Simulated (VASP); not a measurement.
Here is a VASP 6.6.1 calculation.

Contents of INCAR:

```
ALGO     = Normal         # electronic algorithm
EDIFF    = 1E-6           # SCF threshold, eV
ENCUT    = 600            # plane-wave cutoff, eV
GGA      = CA             # functional
GGA_COMPAT= F            
ISIF     = 2              # what is computed and relaxed
ISMEAR   = 0              # smearing method
LASPH    = T              # aspherical terms in the spheres
LCHARG   = F              # write CHGCAR
LREAL    = F              # projectors in reciprocal space
LWAVE    = F              # write WAVECAR
NBANDS   = 16             # bands
NELM     = 120            # most SCF steps
PREC     = Accurate       # precision mode
SIGMA    = 0.02           # smearing width, eV
```

The input KPOINTS:

```
k-points
0
Gamma
  9 9 6
```

POSCAR

```
BN
1.0
    2.5132336177      0.0000000000      0.0000000000
   -1.2566168088      2.1765241586      0.0000000000
    0.0000000000      0.0000000000      4.2369422297
B N
2 2
Direct
    0.3333333333      0.6666666667     -0.0001705017
    0.6666666667      0.3333333333      0.4998294983
    0.3333333333      0.6666666667      0.3741705017
    0.6666666667      0.3333333333      0.8741705017
```

Potentials or basis: VASP PAW LDA potentials, release 64 (B, N).

Command:

```sh
$ cat potpaw_LDA.64/B/POTCAR potpaw_LDA.64/N/POTCAR > POTCAR
$ mpirun -np 1 vasp_std > vasp.out
```

(1) Estimate the band gap on the k mesh.

(2) Estimate the pressure.

(3) Predict the largest force.

Answers

(1) 4.84 eV, indirect (least direct gap 7.98 eV).

(2) -1.9 GPa.

(3) 0.009 eV/Å.

Caveat: the cell differs from its parent crystal (strained cell).
